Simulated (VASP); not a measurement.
# Cu (P6_3/mmc) in VASP: single point with PBEsol

Aim: the single point of Cu with PBEsol.

Everything below comes from runs of VASP 6.6.1. Logs are shortened: lines on timing, memory, paths and dates and some standing lists are left out, and cuts for length are marked.

## Step 1: The cell of the first run

Symmetry: P6_3/mmc, No. 194, hexagonal system. Conventional cell: a = 2.531 Å, b = 2.531 Å, c = 8.262 Å, α = 90.00°, β = 90.00°, γ = 120.00°. Cu (site symmetry -3m) has 12 Cu at 2.53 Å within 3.3 Å. Cu (site symmetry -6m2) has 12 Cu at 2.53 Å within 3.3 Å.

## Step 2: Single point, PBEsol

Input file INCAR:

```
PREC = Accurate ; ENCUT = 520
EDIFF = 1E-6 ; ISMEAR = -1
SIGMA = 0.1 ; LREAL = False
LASPH = True ; NELM = 60
ALGO = Normal ; ISIF = 2
LWAVE = False ; LCHARG = False
GGA = PS ; NBANDS = 30
```

Input file KPOINTS:

```
regular mesh
0
Gamma
  9 9 3
```

Input file POSCAR:

```
Cu
1.0
    2.5307600000      0.0000000000      0.0000000000
   -1.2653800000      2.1917024509      0.0000000000
    0.0000000000      0.0000000000      8.2618200000
Cu
4
Direct
    0.0000000000      0.0000000000      0.0000000000
    0.0000000000      0.0000000000      0.5000000000
    0.3333333333      0.6666666667      0.2500000000
    0.6666666667      0.3333333333      0.7500000000
```

Potentials or basis: VASP PAW PBE potentials, release 64 (Cu).

Started as:

```
$ cat potpaw_PBE.64/Cu/POTCAR > POTCAR
$ mpirun -np 1 vasp_std > vasp.out
```

OUTCAR:

```text
PREC = Accurate
   ENCUT = 520
   EDIFF = 1E-6
   ISMEAR = -1
   LREAL = False
   LASPH = True
   NELM = 60
   ISIF = 2
   GGA = PS

 ion  position               nearest neighbor table
   1  0.000  0.000  0.000-   3 2.53   4 2.53   4 2.53   3 2.53   4 2.53   3 2.53
   2  0.000  0.000  0.500-   3 2.53   4 2.53   4 2.53   3 2.53   4 2.53   3 2.53
   3  0.333  0.667  0.250-   1 2.53   2 2.53   1 2.53   2 2.53   1 2.53   2 2.53
   4  0.667  0.333  0.750-   1 2.53   2 2.53   1 2.53   2 2.53   1 2.53   2 2.53

  LATTYP: Found a hexagonal cell.
 ALAT       =     2.5307600000
 C/A-ratio  =     3.2645608434

  Lattice vectors:

 A1 = (   2.5307600000,   0.0000000000,   0.0000000000)
 A2 = (  -1.2653800000,   2.1917024509,   0.0000000000)
 A3 = (   0.0000000000,   0.0000000000,   8.2618200000)

Analysis of symmetry for initial positions (statically):
=====================================================================
 Subroutine PRICEL returns:
 Original cell was already a primitive cell.

 Routine SETGRP: Setting up the symmetry group for a
 hexagonal supercell.

 Subroutine GETGRP returns: Found 24 space group operations
 (whereof 12 operations were pure point group operations)
 out of a pool of 24 trial point group operations.

The static configuration has the point symmetry D_3d.
 The point group associated with its full space group is D_6h.

Analysis of symmetry for dynamics (positions and initial velocities):
=====================================================================
 Subroutine PRICEL returns:
 Original cell was already a primitive cell.

 Routine SETGRP: Setting up the symmetry group for a
 hexagonal supercell.

 Subroutine GETGRP returns: Found 24 space group operations
 (whereof 12 operations were pure point group operations)
 out of a pool of 24 trial point group operations.

The dynamic configuration has the point symmetry D_3d.
 The point group associated with its full space group is D_6h.

 Subroutine INISYM returns: Found 24 space group operations
 (whereof 12 operations are pure point group operations),
 and found     1 'primitive' translations

----------------------------------------------------------------------------------------

                                     Primitive cell

  volume of cell :      45.8256

  direct lattice vectors                    reciprocal lattice vectors
     2.530760000  0.000000000  0.000000000     0.395138219  0.228133157  0.000000000
    -1.265380000  2.191702451  0.000000000     0.000000000  0.456266315  0.000000000
     0.000000000  0.000000000  8.261820000     0.000000000  0.000000000  0.121038706

  length of vectors
     2.530760000  2.530760000  8.261820000     0.456266315  0.456266315  0.121038706

  position of ions in fractional coordinates (direct lattice)
     0.000000000  0.000000000  0.000000000
     0.000000000  0.000000000  0.500000000
     0.333333333  0.666666667  0.250000000
     0.666666667  0.333333333  0.750000000

  ion indices of the primitive-cell ions
   primitive index   ion index
                 1           1
                 2           2
                 3           3
                 4           4

----------------------------------------------------------------------------------------

 KPOINTS: regular mesh

Automatic generation of k-mesh.
 Grid dimensions read from file:
 generate k-points for:    9    9    3

 Generating k-lattice:

  Cartesian coordinates                     Fractional coordinates (reciprocal lattice)
     0.043904247  0.025348129  0.000000000     0.111111111 -0.000000000  0.000000000
     0.000000000  0.050696257  0.000000000     0.000000000  0.111111111  0.000000000
     0.000000000  0.000000000  0.040346235     0.000000000  0.000000000  0.333333333

  Length of vectors
     0.050696257  0.050696257  0.040346235

  Shift w.r.t. Gamma in fractional coordinates (k-lattice)
     0.000000000  0.000000000  0.000000000

 Subroutine IBZKPT returns following result:
 ===========================================

 Found     24 irreducible k-points:

 Following reciprocal coordinates:
            Coordinates               Weight
  0.000000  0.000000  0.000000      1.000000
  0.111111  0.000000  0.000000      6.000000
  0.222222  0.000000  0.000000      6.000000
  0.333333  0.000000  0.000000      6.000000
  0.444444  0.000000  0.000000      6.000000
  0.111111  0.111111  0.000000      6.000000
[... 16 lines left out ...]
  0.333333  0.222222  0.333333     24.000000
  0.333333  0.333333  0.333333      4.000000
   k-points           NKPTS =     24   k-points in BZ     NKDIM =     24   number of bands    NBANDS=     30
   number of dos      NEDOS =    301   number of ions     NIONS =      4
   total plane-waves  NPLWV =  25600
   dimension x,y,z NGX =    20 NGY =   20 NGZ =   64
   dimension x,y,z NGXF=    40 NGYF=   40 NGZF=  128
   ions per type =               4
   NGX,Y,Z   is equivalent  to a cutoff of  13.14, 13.14, 12.88 a.u.
   NGXF,Y,Z  is equivalent  to a cutoff of  26.28, 26.28, 25.76 a.u.
 SYSTEM =  unknown system
   PREC   = accura    normal or accurate (medium, high low for compatibility)
   ISTART =      0    job   : 0-new  1-cont  2-samecut
   ICHARG =      2    charge: 1-file 2-atom 10-const
   ISPIN  =      1    spin polarized calculation?
   LNONCOLLINEAR =      F non collinear calculations
   LSORBIT =      F    spin-orbit coupling
   LASPH  =      T    aspherical Exc in radial PAW
   ENCUT  =  520.0 eV  38.22 Ry    6.18 a.u.   4.71  4.71 15.36*2*pi/ulx,y,z
   NELM   =     60;   NELMIN=  2; NELMDL= -5     # of ELM steps
   EDIFF  = 0.1E-05   stopping-criterion for ELM
   LREAL  =      F    real-space projection
   EDIFFG = 0.1E-04   stopping-criterion for IOM
   NSW    =      0    number of steps for IOM
   IBRION =     -1    ionic relax: 0-MD 1-quasi-New 2-CG
   NFREE  =      0    steps in history (QN), initial steepest desc. (CG)
   ISIF   =      2    stress and relaxation
   ISYM   =      2    0-nonsym 1-usesym 2-fastsym
   POTIM  = 0.5000    time-step for ionic-motion
   TEBEG  =    0.0;   TEEND  =   0.0 temperature during run
   PSTRESS=    0.0 pullay stress
   NELECT =      44.0000    total number of electrons
   NUPDOWN=      -1.0000    fix difference up-down
   EMIN   =  10.00;   EMAX   =-10.00  energy-range for DOS
   EFERMI =   0.00;   METHOD = LEGACY
   ISMEAR =    -1;   SIGMA  =   0.10  broadening in eV -4-tet -1-fermi 0-gaus
   EFERMI_NEDOS =   21; number of points for ismear=-14 and -15
   IALGO  =     38    algorithm
   IMIX   =      4    mixing-type and parameters
     AMIX     =   0.40;   BMIX     =  1.00
     AMIX_MAG =   1.60;   BMIX_MAG =  1.00
  volume/ion in A,a.u.               =      11.46        77.31
  Fermi-wavevector in a.u.,A,eV,Ry     =   1.615064  3.052028 35.489850  2.608430
  Thomas-Fermi vector in A             =   2.709872
   LORBIT       =      0    0 simple, 1 ext, 2 COOP (PROOUT), +10 PAW based schemes
   GGA     = PS    functional components
   LHFCALC =     F    Hartree Fock is set to
   AEXX    =    0.0000 exact exchange contribution
   IVDW    =     0    specifies the selected vdW correction
   LEPSILON=     F    determine dielectric tensor
   LRPA    =     F    only Hartree local field effects (RPA)
 non-spin polarized calculation
  energy-cutoff  :      520.00
  volume of cell :       45.83
 maximum number of plane-waves:      1255
 NGX is ok and might be reduce to    20
   NGX =  9   NGY =  9   NGZ = 31

 number of electron      43.9999989 magnetization

 Free energy of the ion-electron system (eV)
  ---------------------------------------------------
  ext. energy  EPLUGINS =         0.00000000
  ---------------------------------------------------
  free energy    TOTEN  =       -17.25125820 eV

  energy without entropy =      -17.20882265  energy(sigma->0) =      -17.23004043

 E-fermi :   7.8060     XC(G=0): -13.0864

 val. band max:        7.7694052097   @ k =   0.2222   0.2222   0.0000
 cond. band min:       7.9699445469   @ k =   0.4444   0.1111   0.0000
 fundamental gap:      0.2005393372
 Fermi energy:         7.8059618805

 k-point     1 :       0.0000    0.0000    0.0000
  band No.  band energies     occupation
      1      -1.8418      2.00000
      2       0.3198      2.00000
      3       0.3298      2.00000
      4       2.5123      2.00000
      5       4.3865      2.00000
      6       4.4011      2.00000
[... 22 lines left out ...]
     29      29.9234      0.00000
     30      30.0546      0.00000

 k-point     2 :       0.1111    0.0000    0.0000
  band No.  band energies     occupation
      1      -1.4358      2.00000
      2       0.6789      2.00000
      3       0.6884      2.00000
      4       2.7474      2.00000
      5       4.2179      2.00000
      6       4.3096      2.00000
[... 22 lines left out ...]
     29      26.8022      0.00000
     30      26.8326      0.00000

 k-point     3 :       0.2222    0.0000    0.0000
  band No.  band energies     occupation
      1      -0.2737      2.00000
      2       1.6168      2.00000
      3       1.6239      2.00000
      4       3.2432      2.00000
      5       3.9836      2.00000
      6       4.0505      2.00000
[... 22 lines left out ...]
     29      21.8099      0.00000
     30      22.2260      0.00000

 k-point     4 :       0.3333    0.0000    0.0000
  band No.  band energies     occupation
      1       1.3746      2.00000
      2       2.4817      2.00000
      3       2.4945      2.00000
      4       3.3363      2.00000
      5       3.6908      2.00000
      6       3.8267      2.00000
[... 616 lines left out ...]
     29      17.6488      0.00000
     30      19.4114      0.00000

 k-point    23 :       0.3333    0.2222    0.3333
  band No.  band energies     occupation
      1       3.1830      2.00000
      2       3.2553      2.00000
      3       3.3665      2.00000
      4       3.4648      2.00000
      5       3.5945      2.00000
      6       3.7932      2.00000
[... 22 lines left out ...]
     29      16.2787      0.00000
     30      17.5634      0.00000

 k-point    24 :       0.3333    0.3333    0.3333
  band No.  band energies     occupation
      1       3.5725      2.00000
      2       3.5725      2.00000
      3       3.6159      2.00000
      4       3.6874      2.00000
      5       3.7120      2.00000
      6       3.7120      2.00000
[... 22 lines left out ...]
     29      15.5693      0.00000
     30      17.2581      0.00000

------------------------ aborting loop because EDIFF is reached ----------------------------------------

  FORCE on cell =-STRESS in cart. coord.  units (eV):
  Direction    XX          YY          ZZ          XY          YZ          ZX
  --------------------------------------------------------------------------------------
  -------------------------------------------------------------------------------------
  Total       -0.4571881     -0.4571881     -0.0093983      0.0000000      0.0000000     -0.0000000
  in kB      -15.9844339    -15.9844339     -0.3285868      0.0000000      0.0000000     -0.0000000
  external PRESSURE =     -10.7658182 kB  Pullay stress =       0.0000000 kB

 VOLUME and BASIS-vectors are now :
 -----------------------------------------------------------------------------
  energy-cutoff  :      520.00
  volume of cell :       45.83
      direct lattice vectors                 reciprocal lattice vectors
     2.530760000  0.000000000  0.000000000     0.395138219  0.228133157  0.000000000
    -1.265380000  2.191702451  0.000000000     0.000000000  0.456266315  0.000000000
     0.000000000  0.000000000  8.261820000     0.000000000  0.000000000  0.121038706

 POSITION                                       TOTAL-FORCE (eV/Angst)
 -----------------------------------------------------------------------------------
      0.00000      0.00000      0.00000         0.000000      0.000000      0.000000
      0.00000      0.00000      4.13091         0.000000      0.000000      0.000000
     -0.00000      1.46113      2.06546         0.000000      0.000000     -0.000000
      1.26538      0.73057      6.19637        -0.000000      0.000000     -0.000000
 -----------------------------------------------------------------------------------
    total drift:                                0.000000     -0.000000      0.000000

  FREE ENERGIE OF THE ION-ELECTRON SYSTEM (eV)
  ---------------------------------------------------
  free  energy   TOTEN  =       -17.2512582039 eV

  energy  without entropy=      -17.2088226540  energy(sigma->0) =      -17.23004043
```

It took 45 s on 1 thread of AMD EPYC 7R13, shared host; peak memory 0.14 GiB.

What came out:

```yaml
Free_energy: -17.2513 eV
Pressure: -1.1 GPa
Band_gap_on_the_k_mesh: zero (band 22 reaches 11.12 eV, above the bottom of band 23 at 6.03 eV)
```

Caveat: the PAW data sets were made with another functional, which shifts forces and pressure a little.
